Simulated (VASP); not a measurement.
Runs of VASP 6.6.1 on ZrGe2Pd3. The structure is that of space group P6/mmm (No. 191), or close to it. The cells are those of the table. 

| cell | k mesh | gap on the mesh (eV) | pressure (GPa) | largest force (eV/Å) |
| --- | --- | --- | --- | --- |
| a = 5.084, b = 5.084, c = 7.731 Å, angles 90.0, 90.0, 120.0°, 6 atoms | 4 × 4 × 3 | none | -0.1 | 0.07 |
| a = 4.506, b = 4.506, c = 9.933 Å, angles 90.0, 90.0, 120.0°, 6 atoms | 4 × 4 × 3 | none | -0.1 | 0.07 |
| a = 4.495, b = 4.495, c = 9.966 Å, angles 90.0, 90.0, 120.0°, 6 atoms | 4 × 4 × 3 | none | 0.0 | (a) |
| a = 5.475, b = 5.475, c = 3.973 Å, angles 90.0, 90.0, 120.0°, 6 atoms | 5 × 5 × 3 | none | 0.1 | - |
| a = 5.504, b = 5.504, c = 3.959 Å, angles 90.0, 90.0, 120.0°, 6 atoms | 4 × 4 × 5 | none | 0.0 | - |

Alike in all rows: task single point; level PBE; potentials or basis VASP PAW PBE potentials, release 64 (Zr_sv, Ge_d, Pd); no spin polarisation; cutoff (eV) 520; smearing gaussian 0.2 eV.

Task: Estimate the missing entries.

Result: (a) 0.05.

Caveats: some runs use coarse meshes.

A k mesh can miss the band edges, and the runs leave out spin-orbit coupling on Ge, Pd, Zr.

A gap of «none» marks levels without a gap at the run's occupations.
